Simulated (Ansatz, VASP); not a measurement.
**Two plane-wave programs on AlO2**

The input INCAR:

```
SYSTEM = AlO2
  PREC = Accurate
  ENCUT = 600
  EDIFF = 1E-6
  ISMEAR = 0
  SIGMA = 0.1
  LREAL = .False.
  LASPH = .True.
  NELM = 150
  ALGO = Normal
  ISIF = 3
  LWAVE = .False.
  LCHARG = .False.
  ISPIN = 2
  MAGMOM = 0 0 0.44 0.44 0.44 0.44
  LORBIT = 11
  GGA = PE
  IBRION = 2
  NSW = 90
  EDIFFG = -0.04
```

Contents of KPOINTS:

```
Automatic mesh
0
Gamma
  4 4 4
  0 0 0
```

File POSCAR:

```
AlO2
1.0
    3.8598590059      0.0000000000      0.0000000000
    0.0000000000      3.8598590059      0.0000000000
    0.0000000000      0.0000000000      3.8598590059
Al O
2 4
Direct
    0.0000000000      0.0000000000      0.0000000000
    0.5000000000      0.5000000000      0.5000000000
    0.2500000000      0.2500000000      0.2500000000
    0.2500000000      0.7500000000      0.7500000000
    0.7500000000      0.7500000000      0.2500000000
    0.7500000000      0.2500000000      0.7500000000
```

Input for Ansatz:

```yaml
crystal:
  lattice:
    - [3.8598590059, 0.0, 0.0]
    - [0.0, 3.8598590059, 0.0]
    - [0.0, 0.0, 3.8598590059]
  atoms:
    - { symbol: Al, position: [0.0, 0.0, 0.0] }
    - { symbol: Al, position: [0.5, 0.5, 0.5] }
    - { symbol: O, position: [0.25, 0.25, 0.25], spin: 0.44 }
    - { symbol: O, position: [0.25, 0.75, 0.75], spin: 0.44 }
    - { symbol: O, position: [0.75, 0.75, 0.25], spin: 0.44 }
    - { symbol: O, position: [0.75, 0.25, 0.75], spin: 0.44 }
basis:
  ecutwfc: 420
kpoints:
  mp_grid: { grid: [4, 4, 4] }
hamiltonian:
  xc: pbe
scf:
  occupations: { method: gaussian, width: 0.1 }
  lower_state_search: "off"
output:
  forces: true
  stress: true
  eigenvalues: true
  populations: true
magnetization:
  spin_polarized: true
relax:
  adjacent_minimum: "off"
  f_tol: 0.04
  max_steps: 70
  cell: { stress_tol: 0.4 }
```

Alike in both runs: task relaxation of cell and atoms; functional PBE; k mesh 4 × 4 × 4; occupations gaussian, width 0.1 eV; collinear spin.

```csv
,VASP,Ansatz
version,VASP 6.6.1,Ansatz 0.2.0
potentials or method,"VASP PAW PBE potentials, release 64 (Al, O), cutoff 600 eV","scalar-relativistic, plane waves, PAW"
valence electrons in the cell,30,30
```

|  | VASP | Ansatz | Ansatz less VASP |
| --- | --- | --- | --- |
| gap on the k mesh at the Fermi level, each at its own relaxed structure (eV) | none | none | - |
| net moment per atom (μB) | 0.33 | 0.33 | 0.000 |
| relaxed volume (Å³/atom) | 11.35 | 11.32 | -0.034 |
| relaxed cell length with the largest relative difference (Å) | 4.084 | 4.080 | -0.0040 |

A gap of «none» marks a metal or a gap that the smearing closes.

The k mesh is coarse, so the values compare programs but aren't converged. Noted on VASP's run: the volume moved by over 15 % at a fixed basis, so the end points are rough.
